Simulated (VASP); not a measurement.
C (a cell with a defect), 15 atoms in the cell. The cell holds a defect, 15 atoms: a = 5.051 Å, b = 5.051 Å, c = 5.051 Å, α = 60.00°, β = 60.00°, γ = 60.00°.  This cell differs from its parent crystal: atoms taken out, atom 11 moved 0.000 of the way to it and -0.350 Å across, host rigid.

* Program: VASP 6.6.1
* Task: single point
* Functional: PBE
* Potentials or basis: VASP PAW PBE potentials, release 64 (C)
* Cutoff: 520 eV
* k mesh: 6 × 6 × 6
* Occupations: gaussian, width 0.05 eV
* Spin: no spin polarisation
* Dipole correction: no
* Further INCAR settings: LREAL = Auto; ALGO = Normal; EDIFF = 1e-06; NBANDS = 43

Potentials or basis: VASP PAW PBE potentials, release 64 (C).

Run with:

```console
$ cat potpaw_PBE.64/C/POTCAR > POTCAR
$ mpirun -np 1 vasp_std > vasp.out
```

Hardware: 1 thread of Intel(R) Xeon(R) Platinum 8259CL CPU @ 2.50GHz (Skylake/Cascade Lake) (shared host).

Problem. Estimate the wall time of this run.

Solution. It took 8.6 min on 1 thread of Intel(R) Xeon(R) Platinum 8259CL CPU @ 2.50GHz (Skylake/Cascade Lake), with other jobs on the host, peak memory 0.32 GiB. Counts: scf iterations 15, k points 68.
